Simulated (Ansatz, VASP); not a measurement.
## Co: VASP beside Ansatz

```
Co
1.0
     2.45642    0.00000    0.00000
    -1.22821    2.12732    0.00000
     0.00000    0.00000   24.92353
Co
6
Direct
  0.66667 0.33333 0.30236
  0.33333 0.66667 0.37962
  0.66667 0.33333 0.46072
  0.33333 0.66667 0.53928
  0.66667 0.33333 0.62038
  0.33333 0.66667 0.69764
```

Alike in both runs: functional PBEsol; k mesh 15 × 15 × 1; occupations gaussian, width 0.1 eV; collinear spin.

Ansatz relaxed the structure, and its values are those at the end. VASP's run is a single point on that final structure, the one shown.

|  | VASP | Ansatz |
| --- | --- | --- |
| version | VASP 6.6.1 | Ansatz 0.2.0 |
| potentials or method | VASP PAW PBE potentials, release 64 (Co), cutoff 520 eV | scalar-relativistic, plane waves, PAW |
| valence electrons in the cell | 54 | 102 |

```tsv
	VASP	Ansatz	Ansatz less VASP
gap on the k mesh at the Fermi level (eV)	none	none	-
rms of the force components (eV/Å)	0.012	0.001	-0.0110
net moment per atom (μB)	1.64	1.65	+0.007
size of the moment on the site where the two differ most (μB)	1.63	1.70	+0.064
work function, face that differs most (eV)	5.11	5.13	+0.023
```

VASP's potentials were made for PBE, not for PBEsol. Site moments also hang on the region over which each program counts them. A gap of «none» marks a metal or a gap that the smearing closes. VASP's potentials hold 54 valence electrons a cell and Ansatz's 102, so a difference there can come from the potentials and not from the codes.
